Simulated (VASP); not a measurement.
A run of VASP 6.6.1 is set up as follows.

The input INCAR:

```
PREC = Accurate ; ENCUT = 600
EDIFF = 1E-7 ; ISMEAR = 0
SIGMA = 0.1 ; LREAL = False
LASPH = True ; NELM = 120
ALGO = Normal ; ISIF = 3
LWAVE = False ; LCHARG = False
GGA = PE ; IBRION = 2
NSW = 90 ; EDIFFG = -0.04
GGA_COMPAT = False ; NELMIN = 4
```

KPOINTS

```
Automatic mesh
0
Gamma
  6 6 2
```

File POSCAR:

```
CdBi3O
1.0
    3.5145053530      0.0000000000      0.0000000000
    0.0000000000      3.5145053530      0.0000000000
    0.0000000000      0.0000000000     11.3965456232
Cd Bi O
1 3 1
Direct
    0.0000000000      0.0000000000      0.5000000000
    0.0000000000      0.0000000000      0.7587296182
    0.0000000000      0.0000000000      0.2412703818
    0.5000000000      0.5000000000      0.0000000000
    0.0000000000      0.0000000000      0.0000000000
```

Potentials or basis: VASP PAW PBE potentials, release 64 (Cd, Bi_d, O).

Launch:

```sh
$ cat potpaw_PBE.64/Cd/POTCAR potpaw_PBE.64/Bi_d/POTCAR potpaw_PBE.64/O/POTCAR > POTCAR
$ mpirun -np 1 vasp_std > vasp.out
```

(1) Predict the relaxed cell.

(2) What does it give for the band gap on the k mesh?

(3) What does it give for the space group after relaxing (to 0.1 Å)?

Results:

(1) a = 3.396 Å, b = 3.396 Å, c = 12.299 Å, α = 90.00°, β = 90.00°, γ = 90.00°.

(2) zero (an odd number of electrons rules out a gap without spin polarisation).

(3) P4/mmm (No. 123).

Caveat: spin-orbit coupling is left out, which moves the levels of the heavy elements; an odd number of electrons without spin polarisation forces a metal; a magnetic or distorted state may lie lower.
